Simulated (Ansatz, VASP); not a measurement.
# CoSn: VASP beside Ansatz

Contents of INCAR:

```
  PREC = Accurate
  ENCUT = 520
  EDIFF = 1E-6
  ISMEAR = 0
  SIGMA = 0.15
  LREAL = F
  LASPH = T
  NELM = 60
  ALGO = Fast
  ISIF = 2
  LWAVE = F
  LCHARG = F
  GGA = PE
  NBANDS = 44
```

Contents of KPOINTS:

```
Automatic mesh
0
Gamma
  12 12 12
```

Contents of POSCAR:

```
CoSn
1.0
    5.2965850026      0.0000000000      0.0000000000
   -2.6482925013      4.5869771655      0.0000000000
    0.0000000000      0.0000000000      4.1879847972
Co Sn
3 3
Direct
    0.0000000000      0.5000000000      0.0000000000
    0.5000000000      0.5000000000      0.0000000000
    0.5000000000      0.0000000000      0.0000000000
    0.6666666667      0.3333333333      0.5000000000
    0.3333333333      0.6666666667      0.5000000000
    0.0000000000      0.0000000000      0.0000000000
```

Input for Ansatz:

```yaml
crystal:
  lattice:
    - [5.2965850026, 0.0, 0.0]
    - [-2.6482925013, 4.5869771655, 0.0]
    - [0.0, 0.0, 4.1879847972]
  atoms:
    - { symbol: Co, position: [0.0, 0.5, 0.0] }
    - { symbol: Co, position: [0.5, 0.5, 0.0] }
    - { symbol: Co, position: [0.5, 0.0, 0.0] }
    - { symbol: Sn, position: [0.6666666667, 0.3333333333, 0.5] }
    - { symbol: Sn, position: [0.3333333333, 0.6666666667, 0.5] }
    - { symbol: Sn, position: [0.0, 0.0, 0.0] }
basis:
  ecutwfc: 420
kpoints:
  mp_grid: { grid: [12, 12, 12] }
hamiltonian:
  xc: pbe
scf:
  occupations: { method: gaussian, width: 0.15 }
output:
  forces: true
  stress: true
  eigenvalues: true
```

Change from the starting cell: strain -0.0100 x Voigt [0, 0, 1, 0, 0, 0], atoms carried along.

Alike in both runs: task single point; functional PBE; k mesh 12 × 12 × 12; occupations gaussian, width 0.15 eV; no spin polarisation.

|  | VASP | Ansatz |
| --- | --- | --- |
| version | VASP 6.6.1 | Ansatz 0.2.0 |
| potentials or method | VASP PAW PBE potentials, release 64 (Co, Sn_d), cutoff 520 eV | scalar-relativistic, plane waves, PAW |
| valence electrons in the cell | 69 | 93 |

|  | VASP | Ansatz | Ansatz less VASP |
| --- | --- | --- | --- |
| gap on the k mesh at the Fermi level (eV) | none | none | - |
| pressure (GPa) | 1.3 | 1.4 | +0.11 |
| traceless stress, the component that is largest in VASP (GPa) | 1.44 | 1.51 | +0.076 |

A gap of «none» marks a metal or a gap that the smearing closes. VASP's potentials hold 69 valence electrons a cell and Ansatz's 93, so a difference there can come from the potentials and not from the codes.
